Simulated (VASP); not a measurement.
# Pt in VASP: density of states with PBE

Aim: the density of states of Pt with PBE.

All numbers are computed with VASP 6.6.1; they aren't measurements. Logs are shortened: lines on timing, memory, paths and dates and some standing lists are left out, and cuts for length are marked.

### 1 The cell of the first run

The cell holds a slab with vacuum, 4 atoms: a = 2.808 Å, b = 2.808 Å, c = 21.957 Å, α = 90.00°, β = 90.00°, γ = 90.00°.

### 2 Density of states, PBE

File POSCAR:

```
Pt
1.0
    2.8080030018      0.0000000000      0.0000000000
    0.0000000000      2.8080030018      0.0000000000
    0.0000000000      0.0000000000     21.9567000000
Pt
4
Direct
    0.2500000000      0.2500000000      0.3643540720
    0.7500000000      0.7500000000      0.4547846903
    0.2500000000      0.2500000000      0.5452153091
    0.7500000000      0.7500000000      0.6356459280
```

File INCAR.step1:

```
SYSTEM = Pt
PREC = Accurate ; ENCUT = 520
EDIFF = 1E-6 ; ISMEAR = -1
SIGMA = 0.08 ; LREAL = .FALSE.
LASPH = .TRUE. ; NELM = 60
ALGO = Normal ; ISIF = 2
LWAVE = .FALSE. ; LCHARG = .TRUE.
LMAXMIX = 4 ; LDIPOL = .TRUE.
IDIPOL = 3 ; DIPOL = 0.5 0.5 0.500
GGA = PE ; NBANDS = 28
```

File KPOINTS.step1:

```
regular mesh
0
G
  12 12 1
  0 0 0
```

File INCAR.step2:

```
SYSTEM = Pt
PREC = Accurate ; ENCUT = 520
EDIFF = 1E-6 ; ISMEAR = -5
SIGMA = 0.08 ; LREAL = .FALSE.
LASPH = .TRUE. ; NELM = 60
ALGO = Normal ; ISIF = 2
LWAVE = .FALSE. ; LCHARG = .FALSE.
LMAXMIX = 4 ; LDIPOL = .TRUE.
IDIPOL = 3 ; DIPOL = 0.5 0.5 0.500
GGA = PE ; LORBIT = 11
NBANDS = 28 ; NEDOS = 1001
ICHARG = 11
```

File KPOINTS.step2:

```
regular mesh
0
G
  18 18 1
  0 0 0
```

Potentials or basis: VASP PAW PBE potentials, release 64 (Pt).

Started as:

```bash
> cat potpaw_PBE.64/Pt/POTCAR > POTCAR
> cp INCAR.step1 INCAR
> cp KPOINTS.step1 KPOINTS
> mpirun -np 1 vasp_std > vasp.out
> cp INCAR.step2 INCAR
> cp KPOINTS.step2 KPOINTS
> mpirun -np 1 vasp_std > vasp.out
```

OUTCAR:

```text
SYSTEM = Pt
   PREC = Accurate
   ENCUT = 520
   EDIFF = 1E-6
   ISMEAR = -5
   LREAL = .FALSE.
   LASPH = .TRUE.
   NELM = 60
   ISIF = 2
   GGA = PE
   LORBIT = 11
   ICHARG = 11

 ion  position               nearest neighbor table
   1  0.250  0.250  0.364-   2 2.81   2 2.81   2 2.81   2 2.81
   2  0.750  0.750  0.455-   1 2.81   1 2.81   1 2.81   1 2.81   3 2.81   3 2.81   3 2.81   3 2.81

   3  0.250  0.250  0.545-   2 2.81   2 2.81   2 2.81   2 2.81   4 2.81   4 2.81   4 2.81   4 2.81

   4  0.750  0.750  0.636-   3 2.81   3 2.81   3 2.81   3 2.81

  LATTYP: Found a simple tetragonal cell.
 ALAT       =     2.8080030018
 C/A-ratio  =     7.8193292478

  Lattice vectors:

 A1 = (   2.8080030018,   0.0000000000,   0.0000000000)
 A2 = (   0.0000000000,   2.8080030018,   0.0000000000)
 A3 = (   0.0000000000,   0.0000000000,  21.9567000000)

Analysis of symmetry for initial positions (statically):
=====================================================================
 Subroutine PRICEL returns:
 Original cell was already a primitive cell.

 Routine SETGRP: Setting up the symmetry group for a
 simple tetragonal supercell.

 Subroutine GETGRP returns: Found 16 space group operations
 (whereof  4 operations were pure point group operations)
 out of a pool of 16 trial point group operations.

The static configuration has the point symmetry C_2h.
 The point group associated with its full space group is D_4h.

Analysis of symmetry for dynamics (positions and initial velocities):
=====================================================================
 Subroutine PRICEL returns:
 Original cell was already a primitive cell.

 Routine SETGRP: Setting up the symmetry group for a
 simple tetragonal supercell.

 Subroutine GETGRP returns: Found 16 space group operations
 (whereof  4 operations were pure point group operations)
 out of a pool of 16 trial point group operations.

The dynamic configuration has the point symmetry C_2h.
 The point group associated with its full space group is D_4h.

 Subroutine INISYM returns: Found 16 space group operations
 (whereof  4 operations are pure point group operations),
 and found     1 'primitive' translations

----------------------------------------------------------------------------------------

                                     Primitive cell

  volume of cell :     173.1260

  direct lattice vectors                    reciprocal lattice vectors
     2.808003002  0.000000000  0.000000000     0.356124975  0.000000000  0.000000000
     0.000000000  2.808003002  0.000000000     0.000000000  0.356124975  0.000000000
     0.000000000  0.000000000 21.956700000     0.000000000  0.000000000  0.045544185

  length of vectors
     2.808003002  2.808003002 21.956700000     0.356124975  0.356124975  0.045544185

  position of ions in fractional coordinates (direct lattice)
     0.250000000  0.250000000  0.364354072
     0.750000000  0.750000000  0.454784690
     0.250000000  0.250000000  0.545215309
     0.750000000  0.750000000  0.635645928

  ion indices of the primitive-cell ions
   primitive index   ion index
                 1           1
                 2           2
                 3           3
                 4           4

----------------------------------------------------------------------------------------

 KPOINTS: regular mesh

Automatic generation of k-mesh.
 Grid dimensions read from file:
 generate k-points for:   18   18    1

 Generating k-lattice:

  Cartesian coordinates                     Fractional coordinates (reciprocal lattice)
     0.019784721  0.000000000  0.000000000     0.055555556  0.000000000  0.000000000
     0.000000000  0.019784721  0.000000000     0.000000000  0.055555556  0.000000000
     0.000000000  0.000000000  0.045544185     0.000000000  0.000000000  1.000000000

  Length of vectors
     0.019784721  0.019784721  0.045544185

  Shift w.r.t. Gamma in fractional coordinates (k-lattice)
     0.000000000  0.000000000  0.000000000

 TETIRR: Found    495 inequivalent tetrahedra from     1944

 Subroutine IBZKPT returns following result:
 ===========================================

 Found     55 irreducible k-points:

 Following reciprocal coordinates:
            Coordinates               Weight
  0.000000  0.000000  0.000000      1.000000
  0.055556  0.000000  0.000000      4.000000
  0.111111  0.000000  0.000000      4.000000
  0.166667  0.000000  0.000000      4.000000
  0.222222  0.000000  0.000000      4.000000
  0.277778  0.000000  0.000000      4.000000
[... 16 lines left out ...]
  0.277778  0.111111  0.000000      8.000000
  0.333333  0.111111  0.000000      8.000000
 [... further k-points ...]
   k-points           NKPTS =     55   k-points in BZ     NKDIM =     55   number of bands    NBANDS=     28
   number of dos      NEDOS =   1001   number of ions     NIONS =      4
   total plane-waves  NPLWV =  96768
   dimension x,y,z NGX =    24 NGY =   24 NGZ =  168
   dimension x,y,z NGXF=    48 NGYF=   48 NGZF=  336
   ions per type =               4
   NGX,Y,Z   is equivalent  to a cutoff of  14.21, 14.21, 12.72 a.u.
   NGXF,Y,Z  is equivalent  to a cutoff of  28.42, 28.42, 25.44 a.u.
 SYSTEM =  Pt
   PREC   = accura    normal or accurate (medium, high low for compatibility)
   ISTART =      0    job   : 0-new  1-cont  2-samecut
   ICHARG =     11    charge: 1-file 2-atom 10-const
   ISPIN  =      1    spin polarized calculation?
   LNONCOLLINEAR =      F non collinear calculations
   LSORBIT =      F    spin-orbit coupling
   LASPH  =      T    aspherical Exc in radial PAW
   ENCUT  =  520.0 eV  38.22 Ry    6.18 a.u.   5.22  5.22 40.82*2*pi/ulx,y,z
   NELM   =     60;   NELMIN=  2; NELMDL=  0     # of ELM steps
   EDIFF  = 0.1E-05   stopping-criterion for ELM
   LREAL  =      F    real-space projection
   EDIFFG = 0.1E-04   stopping-criterion for IOM
   NSW    =      0    number of steps for IOM
   IBRION =     -1    ionic relax: 0-MD 1-quasi-New 2-CG
   NFREE  =      0    steps in history (QN), initial steepest desc. (CG)
   ISIF   =      2    stress and relaxation
   ISYM   =      2    0-nonsym 1-usesym 2-fastsym
   POTIM  = 0.5000    time-step for ionic-motion
   TEBEG  =    0.0;   TEEND  =   0.0 temperature during run
   PSTRESS=    0.0 pullay stress
   NELECT =      40.0000    total number of electrons
   NUPDOWN=      -1.0000    fix difference up-down
   EMIN   =  10.00;   EMAX   =-10.00  energy-range for DOS
   EFERMI =   0.00;   METHOD = LEGACY
   ISMEAR =    -5;   SIGMA  =   0.08  broadening in eV -4-tet -1-fermi 0-gaus
   EFERMI_NEDOS =   21; number of points for ismear=-14 and -15
   IALGO  =     38    algorithm
   IMIX   =      4    mixing-type and parameters
     AMIX     =   0.40;   BMIX     =  1.00
     AMIX_MAG =   1.60;   BMIX_MAG =  1.00
  volume/ion in A,a.u.               =      43.28       292.08
  Fermi-wavevector in a.u.,A,eV,Ry     =   1.004556  1.898335 13.730081  1.009132
  Thomas-Fermi vector in A             =   2.137179
   LORBIT       =     11    0 simple, 1 ext, 2 COOP (PROOUT), +10 PAW based schemes
   GGA     = PE    functional components
   LHFCALC =     F    Hartree Fock is set to
   AEXX    =    0.0000 exact exchange contribution
   IVDW    =     0    specifies the selected vdW correction
   LEPSILON=     F    determine dielectric tensor
   LRPA    =     F    only Hartree local field effects (RPA)
 non-spin polarized calculation
 Fermi weights with tetrahedron method with Bloechl corrections
  energy-cutoff  :      520.00
  volume of cell :      173.13
 maximum number of plane-waves:      4705
 NGX is ok and might be reduce to    24

 number of electron      39.9999999 magnetization

 dipolmoment           0.000000      0.000000     -0.000000 electrons x Angstroem

 Free energy of the ion-electron system (eV)
  ---------------------------------------------------
  ext. energy  EPLUGINS =         0.00000000
  ---------------------------------------------------
  free energy    TOTEN  =       -22.57006563 eV

  energy without entropy =      -22.57006563  energy(sigma->0) =      -22.57006563

 E-fermi :   0.1723     XC(G=0):  -5.6582

 val. band max:        0.1859704952   @ k =   0.4444   0.0000   0.0000
 cond. band min:       0.1812945071   @ k =   0.3333   0.1667   0.0000
 fundamental gap:     -0.0046759881
 Fermi energy:         0.1723330976

 k-point     1 :       0.0000    0.0000    0.0000
  band No.  band energies     occupation
      1      -8.8997      2.00000
      2      -7.1569      2.00000
      3      -6.0196      2.00000
      4      -5.7394      2.00000
      5      -5.6734      2.00000
      6      -4.8841      2.00000
[... 20 lines left out ...]
     27       5.8026      0.00000
     28       6.9350      0.00000

 k-point     2 :       0.0556    0.0000    0.0000
  band No.  band energies     occupation
      1      -8.8236      2.00000
      2      -7.0917      2.00000
      3      -5.9610      2.00000
      4      -5.6920      2.00000
      5      -5.6091      2.00000
      6      -4.8465      2.00000
[... 20 lines left out ...]
     27       5.8584      0.00000
     28       7.0005      0.00000

 k-point     3 :       0.1111    0.0000    0.0000
  band No.  band energies     occupation
      1      -8.6011      2.00000
      2      -6.9119      2.00000
      3      -5.8146      2.00000
      4      -5.5297      2.00000
      5      -5.4563      2.00000
      6      -4.7043      2.00000
[... 616 lines left out ...]
      3      -5.0110      2.00000
      4      -4.9401      2.00000
      5      -4.3843      2.00000
      6      -3.8462      2.00000
[... 20 lines left out ...]
     27       7.5286      0.00000
     28       7.6258      0.00000

 k-point    24 :       0.3333    0.1111    0.0000
  band No.  band energies     occupation
      1      -6.5772      2.00000
      2      -5.9528      2.00000
      3      -5.0890      2.00000
      4      -4.7489      2.00000
      5      -4.2259      2.00000
      6      -3.6716      2.00000
[... 20 lines left out ...]
     27       7.3828      0.00000
     28       8.0498      0.00000

 [... further k-points ...]

------------------------ aborting loop because EDIFF is reached ----------------------------------------

 vacuum level on the upper side and lower side of the slab       (xc-potential included)        -0.103        -0.103

  FORCE on cell =-STRESS in cart. coord.  units (eV):
  Direction    XX          YY          ZZ          XY          YZ          ZX
  --------------------------------------------------------------------------------------
  -------------------------------------------------------------------------------------
  Total       -4.6270014     -4.6270014     -2.3648528      0.0000000     -0.0000000      0.0000000
  in kB      -42.8201329    -42.8201329    -21.8852992      0.0000000     -0.0000000      0.0000000
  external PRESSURE =     -35.8418550 kB  Pullay stress =       0.0000000 kB

 VOLUME and BASIS-vectors are now :
 -----------------------------------------------------------------------------
  energy-cutoff  :      520.00
  volume of cell :      173.13
      direct lattice vectors                 reciprocal lattice vectors
     2.808003002  0.000000000  0.000000000     0.356124975  0.000000000  0.000000000
     0.000000000  2.808003002  0.000000000     0.000000000  0.356124975  0.000000000
     0.000000000  0.000000000 21.956700000     0.000000000  0.000000000  0.045544185

 POSITION                                       TOTAL-FORCE (eV/Angst)
 -----------------------------------------------------------------------------------
      0.70200      0.70200      8.00001         0.000000     -0.000000      0.441475
      2.10600      2.10600      9.98557        -0.000000     -0.000000     -0.194091
      0.70200      0.70200     11.97113         0.000000      0.000000      0.194091
      2.10600      2.10600     13.95669         0.000000     -0.000000     -0.441475
 -----------------------------------------------------------------------------------
    total drift:                                0.000000     -0.000000     -0.000006

  FREE ENERGIE OF THE ION-ELECTRON SYSTEM (eV)
  ---------------------------------------------------
  free  energy   TOTEN  =       -22.5700656321 eV

  energy  without entropy=      -22.5700656321  energy(sigma->0) =      -22.57006563

 vacuum level on the upper side and lower side of the slab         5.717         5.717

 total charge

# of ion       s       p       d       tot
------------------------------------------
    1        0.608   0.376   8.016   9.000
    2        0.612   0.558   8.008   9.178
    3        0.612   0.558   8.008   9.178
    4        0.608   0.376   8.016   9.000
--------------------------------------------------
tot          2.440   1.868  32.050  36.358
```

Wall time 3.1 min (1 thread of Intel Xeon 6975P-C (Granite Rapids), shared host); peak memory 0.39 GiB.

What came out:

```
Valence electrons inside the program's atomic spheres : Pt 9.00, 9.18
```

Caveat: spin-orbit coupling is left out, which moves the levels of the heavy elements; tetrahedron occupations give inexact forces and stress in metals.
